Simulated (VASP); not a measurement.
# Si (Fmmm) in VASP: a series of runs, part 3 of 3

VASP 6.6.1. Earlier steps stand in the parts before.

## 4. Single point, PBE

This run uses another cell than the first one, of 28.55 Å³/atom.

INCAR reads:

```
SYSTEM = Si
  ALGO = Normal
  EDIFF = 1E-7
  ENCUT = 520
  GGA = PE
  ISIF = 2
  ISMEAR = 0
  LASPH = .TRUE.
  LCHARG = .FALSE.
  LREAL = .FALSE.
  LWAVE = .FALSE.
  NBANDS = 16
  NELM = 80
  PREC = Accurate
  SIGMA = 0.05
```

KPOINTS reads:

```
k-points
0
G
  10 10 10
  0 0 0
```

POSCAR reads:

```
Si
1.0
   -3.9645161120      3.9645161120      1.9304179815
    3.9645161120     -3.9645161120      1.9304179815
    3.7303252868      3.7303252868     -1.9304179815
Si
4
Direct
    0.1786105079      0.1786105079      0.3572210158
    0.8213894921      0.8213894921      0.6427789842
    0.1786105079      0.8213894921      0.0000000000
    0.8213894921      0.1786105079      0.0000000000
```

Potentials or basis: VASP PAW PBE potentials, release 64 (Si).

Started as:

```console
$ cat potpaw_PBE.64/Si/POTCAR > POTCAR
$ mpirun -np 1 vasp_std > vasp.out
```

OUTCAR:

```text
SYSTEM = Si
   EDIFF = 1E-7
   ENCUT = 520
   GGA = PE
   ISIF = 2
   ISMEAR = 0
   LASPH = .TRUE.
   LREAL = .FALSE.
   NELM = 80
   PREC = Accurate

 ion  position               nearest neighbor table
   1  0.179  0.179  0.357-   2 2.45   2 2.45   3 2.75   4 2.75
   2  0.821  0.821  0.643-   1 2.45   1 2.45   4 2.75   3 2.75
   3  0.179  0.821  0.000-   4 2.51   4 2.51   2 2.75   1 2.75
   4  0.821  0.179  0.000-   3 2.51   3 2.51   2 2.75   1 2.75

  LATTYP: Found a face centered orthorhombic cell.
 ALAT       =     3.8608359630
 B/A-ratio  =     2.7328157234
 C/A-ratio  =     2.9043826299

  Lattice vectors:

 A1 = (  -0.2341908252,   7.6948413988,   0.0000000000)
 A2 = (  -3.9645161120,   3.9645161120,   1.9304179815)
 A3 = (   3.7303252868,   3.7303252868,   1.9304179815)

Analysis of symmetry for initial positions (statically):
=====================================================================
 Subroutine PRICEL returns:
 Original cell was already a primitive cell.

 Routine SETGRP: Setting up the symmetry group for a
 face centered orthorhombic supercell.

 Subroutine GETGRP returns: Found  8 space group operations
 (whereof  8 operations were pure point group operations)
 out of a pool of  8 trial point group operations.

The static configuration has the point symmetry D_2h.

Analysis of symmetry for dynamics (positions and initial velocities):
=====================================================================
 Subroutine PRICEL returns:
 Original cell was already a primitive cell.

 Routine SETGRP: Setting up the symmetry group for a
 face centered orthorhombic supercell.

 Subroutine GETGRP returns: Found  8 space group operations
 (whereof  8 operations were pure point group operations)
 out of a pool of  8 trial point group operations.

The dynamic configuration has the point symmetry D_2h.

 Subroutine INISYM returns: Found  8 space group operations
 (whereof  8 operations are pure point group operations),
 and found     1 'primitive' translations

----------------------------------------------------------------------------------------

                                     Primitive cell

  volume of cell :     114.1953

  direct lattice vectors                    reciprocal lattice vectors
    -3.964516112  3.964516112  1.930417981     0.003958886  0.130077682  0.259011263
     3.964516112 -3.964516112  1.930417981     0.130077682  0.003958886  0.259011263
     3.730325287  3.730325287 -1.930417981     0.134036568  0.134036568  0.000000000

  length of vectors
     5.929695573  5.929695573  5.617576619     0.289866712  0.289866712  0.189556333

  position of ions in fractional coordinates (direct lattice)
     0.178610508  0.178610508  0.357221016
     0.821389492  0.821389492  0.642778984
     0.178610508  0.821389492  0.000000000
     0.821389492  0.178610508  0.000000000

  ion indices of the primitive-cell ions
   primitive index   ion index
                 1           1
                 2           2
                 3           3
                 4           4

----------------------------------------------------------------------------------------

 KPOINTS: k-points

Automatic generation of k-mesh.
 Grid dimensions read from file:
 generate k-points for:   10   10   10

 Generating k-lattice:

  Cartesian coordinates                     Fractional coordinates (reciprocal lattice)
     0.000395889  0.013007768  0.025901126     0.100000000  0.000000000  0.000000000
     0.013007768  0.000395889  0.025901126     0.000000000  0.100000000  0.000000000
     0.013403657  0.013403657  0.000000000     0.000000000  0.000000000  0.100000000

  Length of vectors
     0.028986671  0.028986671  0.018955633

  Shift w.r.t. Gamma in fractional coordinates (k-lattice)
     0.000000000  0.000000000  0.000000000

 Subroutine IBZKPT returns following result:
 ===========================================

 Found    171 irreducible k-points:

 Following reciprocal coordinates:
            Coordinates               Weight
  0.000000  0.000000  0.000000      1.000000
  0.100000 -0.000000  0.000000      8.000000
  0.200000 -0.000000  0.000000      8.000000
  0.300000 -0.000000  0.000000      8.000000
  0.400000 -0.000000  0.000000      8.000000
  0.500000 -0.000000  0.000000      4.000000
[... 16 lines left out ...]
  0.300000  0.300000  0.000000      4.000000
  0.400000  0.300000  0.000000      8.000000
 [... further k-points ...]
   k-points           NKPTS =    171   k-points in BZ     NKDIM =    171   number of bands    NBANDS=     16
   number of dos      NEDOS =    301   number of ions     NIONS =      4
   total plane-waves  NPLWV =  96768
   dimension x,y,z NGX =    48 NGY =   48 NGZ =   42
   dimension x,y,z NGXF=    96 NGYF=   96 NGZF=   84
   ions per type =               4
   NGX,Y,Z   is equivalent  to a cutoff of  13.46, 13.46, 12.43 a.u.
   NGXF,Y,Z  is equivalent  to a cutoff of  26.91, 26.91, 24.86 a.u.
 SYSTEM =  Si
   PREC   = accura    normal or accurate (medium, high low for compatibility)
   ISTART =      0    job   : 0-new  1-cont  2-samecut
   ICHARG =      2    charge: 1-file 2-atom 10-const
   ISPIN  =      1    spin polarized calculation?
   LNONCOLLINEAR =      F non collinear calculations
   LSORBIT =      F    spin-orbit coupling
   LASPH  =      T    aspherical Exc in radial PAW
   ENCUT  =  520.0 eV  38.22 Ry    6.18 a.u.  11.03 11.03 10.44*2*pi/ulx,y,z
   NELM   =     80;   NELMIN=  2; NELMDL= -5     # of ELM steps
   EDIFF  = 0.1E-06   stopping-criterion for ELM
   LREAL  =      F    real-space projection
   EDIFFG = 0.1E-05   stopping-criterion for IOM
   NSW    =      0    number of steps for IOM
   IBRION =     -1    ionic relax: 0-MD 1-quasi-New 2-CG
   NFREE  =      0    steps in history (QN), initial steepest desc. (CG)
   ISIF   =      2    stress and relaxation
   ISYM   =      2    0-nonsym 1-usesym 2-fastsym
   POTIM  = 0.5000    time-step for ionic-motion
   TEBEG  =    0.0;   TEEND  =   0.0 temperature during run
   PSTRESS=    0.0 pullay stress
   NELECT =      16.0000    total number of electrons
   NUPDOWN=      -1.0000    fix difference up-down
   EMIN   =  10.00;   EMAX   =-10.00  energy-range for DOS
   EFERMI =   0.00;   METHOD = LEGACY
   ISMEAR =     0;   SIGMA  =   0.05  broadening in eV -4-tet -1-fermi 0-gaus
   EFERMI_NEDOS =   21; number of points for ismear=-14 and -15
   IALGO  =     38    algorithm
   IMIX   =      4    mixing-type and parameters
     AMIX     =   0.40;   BMIX     =  1.00
     AMIX_MAG =   1.60;   BMIX_MAG =  1.00
  volume/ion in A,a.u.               =      28.55       192.66
  Fermi-wavevector in a.u.,A,eV,Ry     =   0.850287  1.606809  9.836843  0.722988
  Thomas-Fermi vector in A             =   1.966240
   LORBIT       =      0    0 simple, 1 ext, 2 COOP (PROOUT), +10 PAW based schemes
   GGA     = PE    functional components
   LHFCALC =     F    Hartree Fock is set to
   AEXX    =    0.0000 exact exchange contribution
   IVDW    =     0    specifies the selected vdW correction
   LEPSILON=     F    determine dielectric tensor
   LRPA    =     F    only Hartree local field effects (RPA)
 non-spin polarized calculation
 Gauss-broadening in eV      SIGMA  =   0.05
  energy-cutoff  :      520.00
  volume of cell :      114.20
 maximum number of plane-waves:      3102
 NGX is ok and might be reduce to    48
   NGX = 23   NGY = 23   NGZ = 21

 number of electron      16.0000001 magnetization

 Free energy of the ion-electron system (eV)
  ---------------------------------------------------
  ext. energy  EPLUGINS =         0.00000000
  ---------------------------------------------------
  free energy    TOTEN  =       -19.51453372 eV

  energy without entropy =      -19.51424562  energy(sigma->0) =      -19.51438967

 E-fermi :   2.8789     XC(G=0):  -7.9867

 val. band max:        2.8297015842   @ k =  -0.3000   0.3000   0.5000
 cond. band min:       2.8834062819   @ k =   0.3000   0.3000   0.2000
 fundamental gap:      0.0537046977
 Fermi energy:         2.8789499657

 k-point     1 :       0.0000    0.0000    0.0000
  band No.  band energies     occupation
      1      -7.3931      2.00000
      2      -5.0655      2.00000
      3      -2.3021      2.00000
      4      -1.8765      2.00000
      5       0.1562      2.00000
      6       2.1638      2.00000
[... 8 lines left out ...]
     15       9.5540      0.00000
     16       9.7653      0.00000
[... 420 lines left out ...]
  band No.  band energies     occupation
      1      -6.0515      2.00000
      2      -5.3409      2.00000
      3      -3.2542      2.00000
      4      -1.6590      2.00000
      5      -0.2290      2.00000
      6       0.8587      2.00000
[... 8 lines left out ...]
     15       8.4592      0.00000
     16       9.4180      0.00000

 [... further k-points ...]
[... 5 lines left out ...]
  --------------------------------------------------------------------------------------
  -------------------------------------------------------------------------------------
  Total      -10.5443306    -10.5443306     -2.4246255      1.6555988      0.0000000     -0.0000000
  in kB     -147.9385502   -147.9385502    -34.0178616     23.2283005      0.0000000     -0.0000000
  external PRESSURE =    -109.9649873 kB  Pullay stress =       0.0000000 kB

 VOLUME and BASIS-vectors are now :
 -----------------------------------------------------------------------------
  energy-cutoff  :      520.00
  volume of cell :      114.20
      direct lattice vectors                 reciprocal lattice vectors
    -3.964516112  3.964516112  1.930417981     0.003958886  0.130077682  0.259011263
     3.964516112 -3.964516112  1.930417981     0.130077682  0.003958886  0.259011263
     3.730325287  3.730325287 -1.930417981     0.134036568  0.134036568  0.000000000

 POSITION                                       TOTAL-FORCE (eV/Angst)
 -----------------------------------------------------------------------------------
      1.33255      1.33255     -0.00000        -0.314542     -0.314542      0.000000
      2.39777      2.39777      1.93042         0.314542      0.314542     -0.000000
      2.54831     -2.54831      1.93042         0.182070     -0.182070      0.000000
     -2.54831      2.54831      1.93042        -0.182070      0.182070      0.000000
 -----------------------------------------------------------------------------------
    total drift:                               -0.000000     -0.000000     -0.000000

  FREE ENERGIE OF THE ION-ELECTRON SYSTEM (eV)
  ---------------------------------------------------
  free  energy   TOTEN  =       -19.5145337186 eV

  energy  without entropy=      -19.5142456151  energy(sigma->0) =      -19.51438967
```

stdout:

```text
POSCAR found type information on POSCAR Si
 POSCAR found :  1 types and       4 ions
 scaLAPACK will be used
 LDA part: xc-table for (Slater+PW92), standard interpolation
 POSCAR, INCAR and KPOINTS ok, starting setup
 FFT: planning ... GRIDC
 FFT: planning ... GRID_SOFT
 FFT: planning ... GRID
 WAVECAR not read
 entering main loop
```

It took 5.9 min on 1 thread of Intel Xeon Platinum 8259CL at 2.50GHz (Skylake/Cascade Lake), shared host; peak memory 0.43 GiB.

Results:

```
Free energy            : -19.5145 eV
Pressure               : -11.0 GPa
Largest force          : 0.445 eV/Å
Band gap on the k mesh : zero (bands 8 and 9 overlap by 0.13 eV)
```

Forces in eV/Å, atoms in the order of the input:
```
Si  -0.315 -0.315  0.000
Si   0.315  0.315  0.000
Si   0.182 -0.182  0.000
Si  -0.182  0.182  0.000
```

Levels at points of the mesh, in eV from the Fermi level:
| k point | band 5 | band 6 | band 7 | band 8 | band 9 | band 10 | band 11 | band 12 |
| --- | --- | --- | --- | --- | --- | --- | --- | --- |
| (0.00, 0.00, 0.00) | -2.72 | -0.72 | -0.44 | -0.10 | 0.48 | 0.48 | 2.67 | 2.79 |
| (0.50, 0.00, 0.00) | -3.25 | -2.55 | -1.41 | -1.38 | 1.01 | 1.19 | 2.80 | 2.94 |
| (0.50, 0.50, 0.00) | -1.97 | -1.87 | -0.74 | -0.63 | 1.50 | 1.52 | 2.71 | 3.10 |
| (0.00, 0.00, 0.50) | -2.25 | -1.65 | -0.94 | -0.48 | 1.73 | 2.06 | 2.86 | 3.12 |
| (0.50, 0.50, 0.50) | -1.36 | -0.50 | -0.21 | 0.04 | 0.11 | 1.75 | 1.89 | 3.80 |

Caveat: the stress differs along the axes, from -15 to -3 GPa; semilocal functionals underestimate gaps, and a narrow one can read as zero.

## 5. Single point, PBE

This run uses another cell than the first one, of 28.52 Å³/atom.

INCAR reads:

```
  ALGO = Normal
  EDIFF = 1E-6
  ENCUT = 520
  GGA = PE
  ISIF = 2
  ISMEAR = 0
  LASPH = True
  LCHARG = False
  LREAL = False
  LWAVE = False
  NBANDS = 16
  NELM = 100
  PREC = Accurate
  SIGMA = 0.05
```

KPOINTS reads:

```
k-points
0
Gamma
  10 10 10
```

POSCAR reads:

```
Si
1.0
   -4.0230638183      4.0230638183      1.9304179815
    4.0230638183     -4.0230638183      1.9304179815
    3.6717775805      3.6717775805     -1.9304179815
Si
4
Direct
    0.1786105079      0.1786105079      0.3572210158
    0.8213894921      0.8213894921      0.6427789842
    0.1786105079      0.8213894921      0.0000000000
    0.8213894921      0.1786105079      0.0000000000
```

Started as:

```console
$ cat potpaw_PBE.64/Si/POTCAR > POTCAR
$ mpirun -np 1 vasp_std > vasp.out
```

It took 5.8 min on 1 thread of Intel Xeon Platinum 8259CL at 2.50GHz (Skylake/Cascade Lake), shared host; peak memory 0.43 GiB.

Results (log left out):

```
Free energy            : -19.4642 eV
Pressure               : -10.9 GPa
Largest force          : 0.486 eV/Å
Band gap on the k mesh : zero (bands 8 and 9 overlap by 0.20 eV)
```

Forces in eV/Å, atoms in the order of the input:
```
Si  -0.343 -0.343  0.000
Si   0.343  0.343  0.000
Si   0.140 -0.140  0.000
Si  -0.140  0.140  0.000
```

Stress tensor (GPa, compression positive):
```
-14.76   3.43   0.00
  3.43 -14.76   0.00
  0.00   0.00  -3.28
```

Levels at points of the mesh, in eV from the Fermi level:
| k point | band 4 | band 5 | band 6 | band 7 | band 8 | band 9 | band 10 | band 11 | band 12 | band 13 |
| --- | --- | --- | --- | --- | --- | --- | --- | --- | --- | --- |
| (0.00, 0.00, 0.00) | -4.67 | -2.75 | -0.82 | -0.39 | -0.11 | 0.45 | 0.46 | 2.64 | 2.71 | 3.03 |
| (0.50, 0.00, 0.00) | -5.91 | -3.28 | -2.58 | -1.44 | -1.41 | 0.98 | 1.11 | 2.76 | 2.93 | 3.38 |
| (0.50, 0.50, 0.00) | -4.41 | -1.97 | -1.91 | -0.84 | -0.58 | 1.29 | 1.48 | 2.64 | 3.11 | 4.36 |
| (0.00, 0.00, 0.50) | -4.94 | -2.33 | -1.64 | -1.05 | -0.45 | 1.79 | 2.09 | 2.86 | 3.16 | 4.45 |
| (0.50, 0.50, 0.50) | -3.54 | -1.41 | -0.65 | -0.31 | 0.10 | 0.16 | 1.73 | 1.83 | 3.77 | 4.38 |

Caveat: the stress differs along the axes, from -15 to -3 GPa; semilocal functionals underestimate gaps, and a narrow one can read as zero.

## 6. The runs side by side

| cell | gap on the mesh (eV) | pressure (GPa) | largest force (eV/Å) |
| --- | --- | --- | --- |
| a = 5.762, b = 5.762, c = 5.451 Å, angles 96.8, 96.8, 140.9°, 4 atoms | none | -10.1 | 0.57 |
| a = 6.087, b = 6.087, c = 5.462 Å, angles 96.4, 96.4, 143.0°, 4 atoms | none | -10.8 | 0.53 |
| a = 5.930, b = 5.930, c = 5.618 Å, angles 96.4, 96.4, 142.0°, 4 atoms | none | -11.0 | 0.44 |
| a = 6.008, b = 6.008, c = 5.540 Å, angles 96.4, 96.4, 142.5°, 4 atoms | none | -10.9 | 0.49 |

Alike in all rows: task single point; level PBE; potentials or basis VASP PAW PBE potentials, release 64 (Si); no spin polarisation; k mesh 10 × 10 × 10; cutoff (eV) 520; smearing gaussian 0.05 eV.

Caveats: semilocal functionals underestimate gaps, and a narrow one can read as zero; the stress differs along the axes, from -15 to -3 GPa (at least some runs); the stress differs along the axes, from -14 to -3 GPa (at least some runs).

Absolute energies hang on the potentials; compare differences alone.

The gap in the log of VASP goes by the Fermi energy; the results here count the filled bands.